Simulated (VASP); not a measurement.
**Bi: single point with PBE**

The system is Bi, a slab with vacuum.

```
Bi
1.0
     5.11825    0.00000    0.00000
     0.00000    4.51970    0.00000
     0.00000    0.00000   29.35979
Bi
4
Cartesian
  0.2461 0.0000 10.9767
  2.3130 2.2598 10.9767
  2.8052 2.2598 8.0233
  4.8721 0.0000 8.0233
```

* Program: VASP 6.6.1
* Task: single point
* Functional: PBE
* Potentials or basis: VASP PAW PBE potentials, release 64 (Bi_d)
* Cutoff: 520 eV
* k mesh: 4 × 4 × 1
* Occupations: methfessel-paxton, width 0.001 eV
* Spin: no spin polarisation

The largest force is 0.167 eV/Å.

Forces on the atoms (eV/Å):
```
Bi  -0.135  0.000  0.098
Bi   0.135  0.000  0.098
Bi  -0.135  0.000 -0.098
Bi   0.135  0.000 -0.098
```

Levels at points of the mesh, in eV from the Fermi level:
```tsv
k point	band 27	band 28	band 29	band 30	band 31	band 32	band 33	band 34
(0.00, 0.00, 0.00)	-2.22	-1.38	-0.97	-0.07	0.48	2.33	2.45	2.93
(0.50, 0.00, 0.00)	-1.00	-1.00	-0.62	-0.62	0.87	0.87	1.83	1.83
(0.00, 0.50, 0.00)	-1.51	-1.51	-1.35	-1.35	0.78	0.78	1.16	1.16
(0.50, 0.50, 0.00)	-2.88	-2.88	-1.44	-1.44	2.23	2.23	4.27	4.27
```

It took 11 min on 1 thread of Intel Xeon 8259CL, with other jobs on the host, peak memory 0.73 GiB.

Caveat: spin-orbit coupling is left out, which moves the levels of the heavy elements.
